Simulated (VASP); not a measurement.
# Zn4H (P-43m) in VASP: a series of runs, part 3 of 3

VASP 6.6.1. Earlier steps stand in the parts before.

### Step 4. Relaxation of cell and atoms, PBE

This run uses another cell than the first one, of 13.20 Å³/atom, 0.561 times its volume.

Input file INCAR:

```
PREC = Accurate
ENCUT = 600
EDIFF = 1E-6
ISMEAR = 0
SIGMA = 0.1
LREAL = F
LASPH = T
NELM = 100
ALGO = Normal
ISIF = 3
LWAVE = F
LCHARG = F
GGA = PE
IBRION = 2
NSW = 100
EDIFFG = -0.01
```

Input file KPOINTS:

```
Automatic mesh
0
Gamma
  10 10 10
```

Input file POSCAR:

```
Zn4H
1.0
    4.0407754876      0.0000000000      0.0000000000
    0.0000000000      4.0407754876      0.0000000000
    0.0000000000      0.0000000000      4.0407754876
Zn H
4 1
Direct
    0.2629488900      0.2629488900      0.2629488900
    0.7370511100      0.7370511100      0.2629488900
    0.7370511100      0.2629488900      0.7370511100
    0.2629488900      0.7370511100      0.7370511100
    0.0000000000      0.0000000000      0.0000000000
```

Potentials or basis: VASP PAW PBE potentials, release 64 (Zn, H).

Run with:

```
> cat potpaw_PBE.64/Zn/POTCAR potpaw_PBE.64/H/POTCAR > POTCAR
> mpirun -np 1 vasp_std > vasp.out
```

OUTCAR:

```text
PREC = Accurate
   ENCUT = 600
   EDIFF = 1E-6
   ISMEAR = 0
   LREAL = F
   LASPH = T
   NELM = 100
   ISIF = 3
   GGA = PE
   IBRION = 2
   NSW = 100
   EDIFFG = -0.01

 ion  position               nearest neighbor table
   1  0.263  0.263  0.263-   5 1.84   3 2.71   4 2.71   2 2.71   3 2.86   4 2.86   2 2.86   4 2.86
                             2 2.86   3 2.86   4 3.01   3 3.01   2 3.01
   2  0.737  0.737  0.263-   5 1.84   3 2.71   4 2.71   1 2.71   1 2.86   4 2.86   1 2.86   3 2.86
                             3 2.86   4 2.86   1 3.01   4 3.01   3 3.01
   3  0.737  0.263  0.737-   5 1.84   2 2.71   4 2.71   1 2.71   1 2.86   4 2.86   1 2.86   2 2.86
                             2 2.86   4 2.86   2 3.01   1 3.01   4 3.01
   4  0.263  0.737  0.737-   5 1.84   2 2.71   3 2.71   1 2.71   1 2.86   3 2.86   1 2.86   2 2.86
                             2 2.86   3 2.86   2 3.01   1 3.01   3 3.01
   5  0.000  0.000  0.000-   1 1.84   2 1.84   3 1.84   4 1.84

  LATTYP: Found a simple cubic cell.
 ALAT       =     4.0407754876

  Lattice vectors:

 A1 = (   4.0407754876,   0.0000000000,   0.0000000000)
 A2 = (   0.0000000000,   4.0407754876,   0.0000000000)
 A3 = (   0.0000000000,   0.0000000000,   4.0407754876)

Analysis of symmetry for initial positions (statically):
=====================================================================
 Subroutine PRICEL returns:
 Original cell was already a primitive cell.

 Routine SETGRP: Setting up the symmetry group for a
 simple cubic supercell.

 Subroutine GETGRP returns: Found 24 space group operations
 (whereof 24 operations were pure point group operations)
 out of a pool of 48 trial point group operations.

The static configuration has the point symmetry T_d .

Analysis of symmetry for dynamics (positions and initial velocities):
=====================================================================
 Subroutine PRICEL returns:
 Original cell was already a primitive cell.

[... 134 lines left out ...]
  volume/ion in A,a.u.               =      13.20        89.05
  Fermi-wavevector in a.u.,A,eV,Ry     =   1.482548  2.801610 29.904911  2.197949
  Thomas-Fermi vector in A             =   2.596320
   LORBIT       =      0    0 simple, 1 ext, 2 COOP (PROOUT), +10 PAW based schemes
   GGA     = PE    functional components
   LHFCALC =     F    Hartree Fock is set to
   AEXX    =    0.0000 exact exchange contribution
   IVDW    =     0    specifies the selected vdW correction
   LEPSILON=     F    determine dielectric tensor
   LRPA    =     F    only Hartree local field effects (RPA)
 conjugate gradient relaxation of ions
 non-spin polarized calculation
 Gauss-broadening in eV      SIGMA  =   0.10
  energy-cutoff  :      600.00
  volume of cell :       65.98
 maximum number of plane-waves:      2272
   NGX = 17   NGY = 17   NGZ = 17

--------------------------------------- Ionic step        1  -------------------------------------------

 number of electron      49.0000033 magnetization

 Free energy of the ion-electron system (eV)
  ---------------------------------------------------
  ext. energy  EPLUGINS =         0.00000000
  ---------------------------------------------------
  free energy    TOTEN  =        -6.93251122 eV

  energy without entropy =       -6.92726042  energy(sigma->0) =       -6.92988582

------------------------ aborting loop because EDIFF is reached ----------------------------------------

  FORCE on cell =-STRESS in cart. coord.  units (eV):
  Direction    XX          YY          ZZ          XY          YZ          ZX
  --------------------------------------------------------------------------------------
  -------------------------------------------------------------------------------------
  Total        0.3639273      0.3639273      0.3639273     -0.0000000      0.0000000     -0.0000000
  in kB        8.8375342      8.8375342      8.8375342     -0.0000000      0.0000000     -0.0000000
  external PRESSURE =       8.8375342 kB  Pullay stress =       0.0000000 kB
[... 143 lines left out ...]
--------------------------------------- Ionic step        5  -------------------------------------------

 number of electron      49.0000045 magnetization

 Free energy of the ion-electron system (eV)
  ---------------------------------------------------
  ext. energy  EPLUGINS =         0.00000000
  ---------------------------------------------------
  free energy    TOTEN  =        -6.94027995 eV

  energy without entropy =       -6.93532888  energy(sigma->0) =       -6.93780442

 E-fermi :   2.8424     XC(G=0): -11.2640

 val. band max:        2.6613545407   @ k =   0.3000   0.3000   0.1000
 cond. band min:       2.8445256289   @ k =   0.4000   0.2000   0.1000
 fundamental gap:      0.1831710883
 Fermi energy:         2.8424380332

 k-point     1 :       0.0000    0.0000    0.0000
  band No.  band energies     occupation
      1      -7.9234      2.00000
      2      -5.5399      2.00000
      3      -5.3670      2.00000
      4      -5.3670      2.00000
      5      -5.3670      2.00000
      6      -5.2815      2.00000
[... 757 lines left out ...]
     28       6.2506      0.00000
     29       8.4072      0.00000

 [... further k-points ...]
[... 5 lines left out ...]
  --------------------------------------------------------------------------------------
  -------------------------------------------------------------------------------------
  Total        0.0133339      0.0133339      0.0133339     -0.0000000      0.0000000     -0.0000000
  in kB        0.3200108      0.3200108      0.3200108     -0.0000000      0.0000000     -0.0000000
  external PRESSURE =       0.3200108 kB  Pullay stress =       0.0000000 kB
[... 20 lines left out ...]
  FREE ENERGIE OF THE ION-ELECTRON SYSTEM (eV)
  ---------------------------------------------------
  free  energy   TOTEN  =        -6.9402799536 eV

  energy  without entropy=       -6.9353288841  energy(sigma->0) =       -6.93780442

 reached required accuracy - stopping structural energy minimisation
```

CONTCAR:

```text
Zn4H
   1.00000000000000
     4.0566474336503600   -0.0000000000000000   -0.0000000000000000
    -0.0000000000000000    4.0566474336503600    0.0000000000000000
     0.0000000000000000    0.0000000000000000    4.0566474336503600
  Zn              H
     4     1
Direct
     0.2653364706242182    0.2653364706242182    0.2653364706242182
     0.7346635293757818    0.7346635293757818    0.2653364706242182
     0.7346635293757818    0.2653364706242182    0.7346635293757818
     0.2653364706242182    0.7346635293757818    0.7346635293757818
     0.0000000000000000    0.0000000000000000    0.0000000000000000

  0.00000000E+00  0.00000000E+00  0.00000000E+00
  0.00000000E+00  0.00000000E+00  0.00000000E+00
  0.00000000E+00  0.00000000E+00  0.00000000E+00
  0.00000000E+00  0.00000000E+00  0.00000000E+00
  0.00000000E+00  0.00000000E+00  0.00000000E+00
```

It took 3.3 min on 1 thread of Intel Xeon Platinum 8259CL at 2.50GHz (Skylake/Cascade Lake), shared host; peak memory 0.25 GiB.

Results:

```
Free energy                            : -6.9403 eV
Relaxed volume                         : 13.35 Å³/atom
Relaxed cell                           : a = 4.057 Å, b = 4.057 Å, c = 4.057 Å, α = 90.00°, β = 90.00°, γ = 90.00°
Space group after relaxing (to 0.05 Å) : P-43m (No. 215)
Energy gained by relaxing              : 1.6 meV/atom
Ionic steps                            : 5
Pressure after relaxing                : 0.0 GPa
Largest force after relaxing           : 0.003 eV/Å
```

Forces on the atoms (eV/Å):
```
Zn  -0.002 -0.002 -0.002
Zn   0.002  0.002 -0.002
Zn   0.002 -0.002  0.002
Zn  -0.002  0.002  0.002
H    0.000  0.000  0.000
```

Step by step:
| step | energy change (eV) | largest force (eV/Å) | pressure (GPa) | volume (Å³) |
| --- | --- | --- | --- | --- |
| 1 | 0.0000 | 0.1705 | 0.88 | 65.98 |
| 2 | -0.0063 | 0.0840 | 0.12 | 66.67 |
| 3 | -0.0073 | 0.0384 | -0.26 | 67.06 |
| 4 | -0.0077 | 0.0120 | -0.11 | 66.87 |
| 5 | -0.0078 | 0.0034 | 0.03 | 66.76 |

Final structure:
```
Zn H
1.0
     4.05665    0.00000    0.00000
     0.00000    4.05665    0.00000
     0.00000    0.00000    4.05665
Zn H
4 1
Direct
  0.26534 0.26534 0.26534
  0.73466 0.73466 0.26534
  0.73466 0.26534 0.73466
  0.26534 0.73466 0.73466
  0.00000 0.00000 0.00000
```

### Step 5. Single point, PBE

This run uses another cell than the first one, of 13.20 Å³/atom, 0.561 times its volume.

Input file INCAR:

```
SYSTEM = Zn4H
ALGO = Normal ; EDIFF = 1E-7
ENCUT = 520 ; GGA = PE
ISIF = 2 ; ISMEAR = 0
LASPH = .TRUE. ; LCHARG = .FALSE.
LREAL = .FALSE. ; LWAVE = .FALSE.
NBANDS = 32 ; NELM = 100
PREC = Accurate ; SIGMA = 0.1
```

Input file KPOINTS:

```
k-points
0
G
  4 4 4
  0 0 0
```

POSCAR is that of step 4.

Run with:

```
> cat potpaw_PBE.64/Zn/POTCAR potpaw_PBE.64/H/POTCAR > POTCAR
> mpirun -np 1 vasp_std > vasp.out
```

Run time: 20 s. Hardware: 1 thread of Intel Xeon Platinum 8259CL at 2.50GHz (Skylake/Cascade Lake), shared host; peak memory 0.17 GiB.

The run converged. Its results:

```yaml
Free_energy: -6.9955 eV
Pressure: 0.0 GPa
Largest_force: 0.061 eV/Å
```

Forces in eV/Å, atoms in the order of the input:
```
Zn   0.035  0.035  0.035
Zn  -0.035 -0.035  0.035
Zn  -0.035  0.035 -0.035
Zn   0.035 -0.035 -0.035
H    0.000  0.000  0.000
```

Levels at points of the mesh, in eV from the Fermi level:
| k point | band 20 | band 21 | band 22 | band 23 | band 24 | band 25 | band 26 | band 27 | band 28 | band 29 |
| --- | --- | --- | --- | --- | --- | --- | --- | --- | --- | --- |
| (0.00, 0.00, 0.00) | -7.32 | -7.32 | -4.55 | -1.29 | -1.29 | 0.67 | 0.67 | 0.67 | 6.33 | 6.91 |
| (0.50, 0.00, 0.00) | -7.33 | -7.33 | -7.33 | -1.39 | 1.09 | 1.45 | 1.85 | 1.85 | 1.98 | 3.19 |
| (0.50, 0.50, 0.00) | -7.52 | -6.23 | -5.28 | -5.01 | -5.01 | 1.74 | 3.63 | 4.05 | 4.05 | 4.43 |
| (0.50, 0.50, 0.50) | -7.38 | -5.92 | -3.17 | -3.17 | -3.17 | -2.97 | -2.15 | -2.15 | -2.15 | 10.60 |

Caveat: the k points lie up to 0.39 Å⁻¹ apart.

### Step 6. Relaxation of cell and atoms, PBE

Input file INCAR:

```
SYSTEM = Zn4H
ALGO = Normal
EDIFF = 1E-7
EDIFFG = -0.04
ENCUT = 600
GGA = PE
IBRION = 2
ISIF = 3
ISMEAR = 0
LASPH = .TRUE.
LCHARG = .FALSE.
LREAL = .FALSE.
LWAVE = .FALSE.
NELM = 100
NSW = 90
PREC = Accurate
SIGMA = 0.1
```

KPOINTS is that of step 5.

Input file POSCAR:

```
Zn4H
1.0
    4.8992991300      0.0000000000      0.0000000000
    0.0000000000      4.8992991300      0.0000000000
    0.0000000000      0.0000000000      4.8992991300
Zn H
4 1
Direct
    0.2500000000      0.2500000000      0.2500000000
    0.7500000000      0.7500000000      0.2500000000
    0.7500000000      0.2500000000      0.7500000000
    0.2500000000      0.7500000000      0.7500000000
    0.0000000000      0.0000000000      0.0000000000
```

Potentials or basis: VASP PAW PBE potentials, release 64 (Zn, H).

Run with:

```
> cat potpaw_PBE.64/Zn/POTCAR potpaw_PBE.64/H/POTCAR > POTCAR
> mpirun -np 1 vasp_std > vasp.out
```

It took 5.6 min on 1 thread of Intel Xeon Platinum 8259CL at 2.50GHz (Skylake/Cascade Lake), shared host; peak memory 0.27 GiB.

It converged, with:

* Free energy: -7.0019 eV
* Relaxed volume: 13.21 Å³/atom
* Relaxed cell: a = 4.042 Å, b = 4.042 Å, c = 4.042 Å, α = 90.00°, β = 90.00°, γ = 90.00°
* Space group after relaxing (to 0.05 Å): P-43m (No. 215)
* Energy gained by relaxing: 500.0 meV/atom
* Ionic steps: 11
* Pressure after relaxing: -0.1 GPa

Step by step:
| step | energy change (eV) | largest force (eV/Å) | pressure (GPa) | volume (Å³) |
| --- | --- | --- | --- | --- |
| 1 | 0.0000 | 0.0057 | -6.01 | 117.60 |
| 2 | -0.6646 | 0.1740 | -8.63 | 103.21 |
| 3 | -2.0056 | 0.6316 | -7.30 | 78.29 |
| 4 | 3.2963 | 3.3264 | 110.22 | 41.14 |
| 5 | -2.1979 | 0.7793 | -4.94 | 73.34 |
| 6 | -2.2963 | 1.0655 | 1.39 | 65.87 |
| 7 | -2.3017 | 1.0007 | -0.23 | 67.35 |
| 8 | -2.4489 | 0.2513 | 4.26 | 62.72 |
| 9 | -2.4510 | 0.3390 | 3.68 | 63.17 |
| 10 | -2.4963 | 0.0686 | -0.95 | 66.90 |
| 11 | -2.4999 | 0.0116 | -0.06 | 66.06 |

Final structure:
```cif
data_structure
_symmetry_space_group_name_H-M 'P 1'
_symmetry_Int_Tables_number 1
_cell_length_a 4.0424
_cell_length_b 4.0424
_cell_length_c 4.0424
_cell_angle_alpha 90.000
_cell_angle_beta 90.000
_cell_angle_gamma 90.000
_cell_volume 66.06
loop_
_atom_site_label
_atom_site_type_symbol
_atom_site_fract_x
_atom_site_fract_y
_atom_site_fract_z
_atom_site_occupancy
Zn1 Zn 0.26358 0.26358 0.26358 1
Zn2 Zn 0.73642 0.73642 0.26358 1
Zn3 Zn 0.73642 0.26358 0.73642 1
Zn4 Zn 0.26358 0.73642 0.73642 1
H1 H 0.00000 0.00000 0.00000 1
```

Levels at points of the mesh, in eV from the Fermi level:
```csv
k point,band 20,band 21,band 22,band 23,band 24,band 25,band 26,band 27,band 28,band 29
"(0.00, 0.00, 0.00)",-7.30,-7.30,-4.53,-1.26,-1.26,0.69,0.69,0.69,6.32,6.93
"(0.50, 0.00, 0.00)",-7.31,-7.31,-7.31,-1.36,1.10,1.45,1.86,1.86,2.02,3.20
"(0.50, 0.50, 0.00)",-7.49,-6.20,-5.28,-4.99,-4.99,1.77,3.62,4.06,4.06,4.46
"(0.50, 0.50, 0.50)",-7.36,-5.89,-3.15,-3.15,-3.15,-2.98,-2.13,-2.13,-2.13,10.62
```

Caveat: the volume moved by over 15 % at a fixed basis, so the end points are rough.

### Step 7. Summary

| task | cell | k mesh | cutoff (eV) | gap on the mesh (eV) | pressure (GPa) | relaxed volume (Å³/atom) |
| --- | --- | --- | --- | --- | --- | --- |
| single point | a = 4.899 Å, 5 atoms | 4 × 4 × 4 | 520 | none | -6.0 | - |
| single point | a = 4.054 Å, 5 atoms | 10 × 10 × 10 | 520 | none | 0.3 | - |
| relaxation of cell and atoms | relaxed from a = 4.041 Å, 5 atoms | 10 × 10 × 10 | 600 | none | 0.0 | 13.35 |
| single point | a = 4.041 Å, 5 atoms | 4 × 4 × 4 | 520 | none | 0.0 | - |
| relaxation of cell and atoms | relaxed from a = 4.899 Å, 5 atoms | 4 × 4 × 4 | 600 | none | -0.1 | 13.21 |

Alike in all rows: level PBE; potentials or basis VASP PAW PBE potentials, release 64 (Zn, H); no spin polarisation; smearing gaussian 0.1 eV.

Caveats: some runs use coarse meshes; the volume moved by over 15 % at a fixed basis, so the end points are rough (some runs).

Absolute energies hang on the potentials; compare differences alone.
